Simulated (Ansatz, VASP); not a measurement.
**MgO in VASP and in Ansatz**

```xyz
2
Lattice="0.0000 2.0595 2.0931 2.0595 0.0000 2.0931 2.0595 2.0595 0.0000" Properties=species:S:1:pos:R:3 pbc="T T T"
Mg    0.0000    0.0000    0.0000
O     2.0595    2.0595    2.0931
```

Change from the starting cell: strained cell.

Alike in both runs: functional LDA; k mesh 8 × 8 × 8; occupations gaussian, width 0.02 eV; no spin polarisation.

Ansatz relaxed the structure, and its values are those at the end. VASP's run is a single point on that final structure, the one shown.

```csv
,VASP,Ansatz
version,VASP 6.6.1,Ansatz 0.2.0
potentials or method,"VASP PAW LDA potentials, release 64 (Mg_sv, O), cutoff 840 eV","scalar-relativistic, plane waves, PAW"
valence electrons in the cell,16,16
```

```tsv
	VASP	Ansatz	Ansatz less VASP
gap on the k mesh at the Fermi level (eV)	5.15	5.15	-0.006
least direct gap on the mesh (eV)	5.15	5.15	-0.006
pressure (GPa)	3.1	2.6	-0.49
```

Ansatz warns that its potentials were made for another functional, while VASP's fit it. LDA's correlation is that of Perdew and Zunger in VASP and of Perdew and Wang (1992) in Ansatz. Ansatz's warnings: stress scf threshold loose.
